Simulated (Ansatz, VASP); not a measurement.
**One calculation of BN, two programs**

```
B N
1.0
     2.68154    0.00000    0.00000
    -1.34077    2.17036    0.00000
     0.00000    0.00000    6.59240
B N
2 2
Direct
  0.86170 0.00000 0.50000
  0.47187 0.66667 0.00000
  0.13787 0.00000 0.00000
  0.52861 0.33333 0.50000
```

Change from the starting cell: mode 4 frozen in at -0.347 Å, normal strain along x +0.0700.

Alike in both runs: task single point; functional PBE; dispersion D3(BJ); k mesh 12 × 12 × 4; occupations methfessel-paxton of order 1, width 0.05 eV; no spin polarisation.

|  | VASP | Ansatz |
| --- | --- | --- |
| version | VASP 6.6.1 | Ansatz 0.2.0 |
| potentials or method | VASP PAW PBE potentials, release 64 (B, N), cutoff 520 eV | scalar-relativistic, plane waves, PAW |
| valence electrons in the cell | 16 | 16 |

```tsv
	VASP	Ansatz	Ansatz less VASP
gap on the k mesh at the Fermi level (eV)	3.20	3.20	+0.006
least direct gap on the mesh (eV)	3.63	3.63	+0.004
pressure (GPa)	-19.9	-19.9	-0.02
traceless stress, the component that is largest in VASP (GPa)	-31.67	-31.67	-0.008
rms of the force components (eV/Å)	0.267	0.264	-0.0023
```

Atom by atom the forces differ by 0.002 eV/Å (rms over components).
